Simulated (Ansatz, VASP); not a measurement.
## Bi2Se3 in VASP and in Ansatz

Contents of INCAR:

```
PREC = Accurate ; ENCUT = 520
EDIFF = 1E-6 ; ISMEAR = -1
SIGMA = 0.05 ; LREAL = False
LASPH = True ; NELM = 80
ALGO = Normal ; ISIF = 2
LWAVE = False ; LCHARG = True
GGA = RE ; LELF = True
LVHAR = True ; NBANDS = 32
```

Contents of KPOINTS:

```
Automatic mesh
0
Gamma
  8 8 8
```

File POSCAR:

```
Bi2Se3
1.0
    2.0435033248      1.1798171946      9.4163265280
   -2.0435033248      1.1798171946      9.4163265280
    0.0000000000     -2.3596343894      9.4163265280
Bi Se
2 3
Direct
    0.5992000000      0.5992000000      0.5992000000
    0.4008000000      0.4008000000      0.4008000000
    0.7883000000      0.7883000000      0.7883000000
    0.2117000000      0.2117000000      0.2117000000
    0.0000000000      0.0000000000      0.0000000000
```

The input input.yaml:

```yaml
crystal:
  lattice:
    - [2.0435033248, 1.1798171946, 9.416326528]
    - [-2.0435033248, 1.1798171946, 9.416326528]
    - [0.0, -2.3596343894, 9.416326528]
  atoms:
    - { symbol: Bi, position: [0.5992, 0.5992, 0.5992] }
    - { symbol: Bi, position: [0.4008, 0.4008, 0.4008] }
    - { symbol: Se, position: [0.7883, 0.7883, 0.7883] }
    - { symbol: Se, position: [0.2117, 0.2117, 0.2117] }
    - { symbol: Se, position: [0.0, 0.0, 0.0] }
hamiltonian:
  xc: revpbe
  pseudopotentials: { kind: paw }
kpoints:
  mp_grid: { grid: [8, 8, 8] }
scf:
  occupations: { method: fermi_dirac, width: 0.05 }
output:
  forces: true
  stress: true
  eigenvalues: true
  write_density: true
  write_potential: true
  elf: true
  volumetric_format: npy
```

Alike in both runs: task single point; functional revPBE; k mesh 8 × 8 × 8; occupations fermi-dirac, width 0.05 eV; no spin polarisation.

|  | VASP | Ansatz |
| --- | --- | --- |
| version | VASP 6.6.1 | Ansatz 0.2.0 |
| potentials or method | VASP PAW PBE potentials, release 64 (Bi_d, Se) | Ansatz PAW |
| plane-wave cutoff (eV) | 520 | 420 |
| valence electrons in the cell | 48 | 78 |

```csv
,VASP,Ansatz,Ansatz less VASP
gap on the k mesh at the Fermi level (eV),0.23,0.23,+0.002
least direct gap on the mesh (eV),0.23,0.23,+0.002
pressure (GPa),6.9,6.8,-0.02
rms of the force components (eV/Å),0.217,0.211,-0.0061
```

VASP's potentials were made for PBE, not for revPBE. Atom by atom the forces differ by 0.006 eV/Å (rms over components). VASP's potentials hold 48 valence electrons a cell and Ansatz's 78, so a difference there can come from the potentials and not from the codes.

Neither program's run includes spin-orbit coupling.
